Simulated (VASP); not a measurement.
A run of VASP 6.6.1:

INCAR

```
ALGO = Normal
EDIFF = 1E-6
ENCUT = 520
ISIF = 2
ISMEAR = -1
LASPH = True
LCHARG = False
LREAL = False
LWAVE = False
NBANDS = 16
NELM = 100
PREC = Accurate
SIGMA = 0.02
```

KPOINTS

```
k-points
0
Gamma
  15 15 5
```

File POSCAR:

```
BN
1.0
    2.4870484300      0.0000000000      0.0000000000
   -1.2435242150      2.1538471208      0.0000000000
    0.0000000000      0.0000000000      7.6294085154
B N
2 2
Direct
    0.3333333300      0.6666666700      0.2500000000
    0.6666666700      0.3333333300      0.7500000000
    0.3333333300      0.6666666700      0.7500000000
    0.6666666700      0.3333333300      0.2500000000
```

Potentials or basis: VASP PAW LDA potentials, release 64 (B, N).

Run with:

```console
$ cat potpaw_LDA.64/B/POTCAR potpaw_LDA.64/N/POTCAR > POTCAR
$ mpirun -np 1 vasp_std > vasp.out
```

Hardware: 1 thread of Intel Xeon 8259CL, with other jobs on the host.

Question: How long does it take, and how much memory?

Answer: Wall time 53 s on 1 thread of Intel Xeon 8259CL (shared host), peak memory 0.16 GiB. Counts: scf iterations 13, k points 81.
